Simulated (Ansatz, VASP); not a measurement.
## Two plane-wave programs on Hf3SnS8

The input INCAR:

```
SYSTEM = Hf3SnS8
  PREC = Accurate
  ENCUT = 520
  EDIFF = 1E-6
  ISMEAR = 0
  SIGMA = 0.1
  LREAL = .False.
  LASPH = .True.
  NELM = 80
  ALGO = Normal
  ISIF = 2
  LWAVE = .False.
  LCHARG = .False.
  GGA = PE
  NBANDS = 58
```

Contents of KPOINTS:

```
regular mesh
0
Gamma
  6 6 1
  0 0 0
```

POSCAR

```
Hf3SnS8
1.0
    3.6639390778     -0.0000000289      0.0000000000
   -1.8319695139      3.1730643337      0.0000000000
    0.0000000000      0.0000000000     27.4723053000
Hf Sn S
3 1 8
Direct
    0.0000000000      0.0000000000      0.2516920000
    0.0000000000      0.0000000000      0.5000000000
    0.0000000000      0.0000000000      0.7483080000
    0.0000000000      0.0000000000      0.0000000000
    0.3333333333      0.6666666667      0.0542800000
    0.3333333333      0.6666666667      0.3041410000
    0.3333333333      0.6666666667      0.5524490000
    0.3333333333      0.6666666667      0.8007600000
    0.6666666667      0.3333333333      0.1992400000
    0.6666666667      0.3333333333      0.4475510000
    0.6666666667      0.3333333333      0.6958590000
    0.6666666667      0.3333333333      0.9457200000
```

Input for Ansatz:

```yaml
crystal:
  lattice:
    - [3.6639390778, -2.89e-08, 0.0]
    - [-1.8319695139, 3.1730643337, 0.0]
    - [0.0, 0.0, 27.4723053]
  atoms:
    - { symbol: Hf, position: [0.0, 0.0, 0.251692] }
    - { symbol: Hf, position: [0.0, 0.0, 0.5] }
    - { symbol: Hf, position: [0.0, 0.0, 0.748308] }
    - { symbol: Sn, position: [0.0, 0.0, 0.0] }
    - { symbol: S, position: [0.3333333333, 0.6666666667, 0.05428] }
    - { symbol: S, position: [0.3333333333, 0.6666666667, 0.304141] }
    - { symbol: S, position: [0.3333333333, 0.6666666667, 0.552449] }
    - { symbol: S, position: [0.3333333333, 0.6666666667, 0.80076] }
    - { symbol: S, position: [0.6666666667, 0.3333333333, 0.19924] }
    - { symbol: S, position: [0.6666666667, 0.3333333333, 0.447551] }
    - { symbol: S, position: [0.6666666667, 0.3333333333, 0.695859] }
    - { symbol: S, position: [0.6666666667, 0.3333333333, 0.94572] }
basis:
  ecutwfc: 420
kpoints:
  mp_grid: { grid: [6, 6, 1] }
hamiltonian:
  xc: pbe
scf:
  occupations: { method: gaussian, width: 0.1 }
  lower_state_search: "off"
output:
  forces: true
  stress: true
  eigenvalues: true
```

Alike in both runs: task single point; functional PBE; k mesh 6 × 6 × 1; occupations gaussian, width 0.1 eV; no spin polarisation.

```csv
,VASP,Ansatz
version,VASP 6.6.1,Ansatz 0.2.0
potentials or method,"VASP PAW PBE potentials, release 64 (Hf_pv, Sn_d, S), cutoff 520 eV","scalar-relativistic, plane waves, PAW"
valence electrons in the cell,92,140
```

```tsv
	VASP	Ansatz	Ansatz less VASP
gap on the k mesh at the Fermi level (eV)	1.22	1.20	-0.023
least direct gap on the mesh (eV)	1.79	1.79	+0.002
pressure (GPa)	-0.3	0.1	+0.40
traceless stress, the component that is largest in VASP (GPa)	-0.02	-0.09	-0.064
rms of the force components (eV/Å)	0.030	0.003	-0.0270
```

Atom by atom the forces differ by 0.027 eV/Å (rms over components). VASP's potentials hold 92 valence electrons a cell and Ansatz's 140, so a difference there can come from the potentials and not from the codes.

Spin-orbit coupling is off throughout.
